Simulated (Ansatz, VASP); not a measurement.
**Two plane-wave programs on HgPd2**

```
Hg Pd
1.0
     4.58400    0.00000    0.00000
    -2.29200    3.96986    0.00000
     0.00000    0.00000    2.86957
Hg Pd
1 2
Cartesian
  0.0000 0.0000 0.0000
  0.0000 2.6466 1.4348
  2.2920 1.3233 1.4348
```

Alike in both runs: functional PBE; k mesh 12 × 12 × 16; occupations gaussian, width 0.1 eV; no spin polarisation.

Ansatz relaxed the structure, and its values are those at the end. VASP's run is a single point on that final structure, the one shown.

|  | VASP | Ansatz |
| --- | --- | --- |
| version | VASP 6.6.1 | Ansatz 0.2.0 |
| potentials or method | VASP PAW PBE potentials, release 64 (Hg, Pd), cutoff 520 eV | scalar-relativistic, plane waves, PAW |
| valence electrons in the cell | 32 | 56 |

|  | VASP | Ansatz | Ansatz less VASP |
| --- | --- | --- | --- |
| gap on the k mesh at the Fermi level (eV) | none | none | - |
| pressure (GPa) | 0.4 | 0.0 | -0.44 |

A gap of «none» marks a metal or a gap that the smearing closes. VASP's potentials hold 32 valence electrons a cell and Ansatz's 56, so a difference there can come from the potentials and not from the codes.

Neither program's run includes spin-orbit coupling.
